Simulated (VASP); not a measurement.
Here is a VASP 6.6.1 calculation.

Contents of INCAR:

```
ALGO     = Normal         # electronic algorithm
EDIFF    = 1E-6           # SCF threshold, eV
ENCUT    = 520            # plane-wave cutoff, eV
GGA      = PE             # functional
ISIF     = 2              # what is computed and relaxed
ISMEAR   = 0              # smearing method
LASPH    = True           # aspherical terms in the spheres
LCHARG   = False          # write CHGCAR
LREAL    = False          # projectors in reciprocal space
LWAVE    = False          # write WAVECAR
NBANDS   = 10             # bands
NELM     = 60             # most SCF steps
PREC     = Accurate       # precision mode
SIGMA    = 0.3            # smearing width, eV
```

The input KPOINTS:

```
k-points
0
Gamma
  11 11 11
```

File POSCAR:

```
Na
1.0
   -2.0985562613      2.0985562613      2.0985562613
    2.0985562613     -2.0985562613      2.0985562613
    2.0985562613      2.0985562613     -2.0985562613
Na
1
Direct
    0.0000000000      0.0000000000      0.0000000000
```

Potentials or basis: VASP PAW PBE potentials, release 64 (Na_pv).

Run with:

```console
$ cat potpaw_PBE.64/Na_pv/POTCAR > POTCAR
$ mpirun -np 1 vasp_std > vasp.out
```

**Question.** Estimate the pressure.

**Answer.** 0.0 GPa.
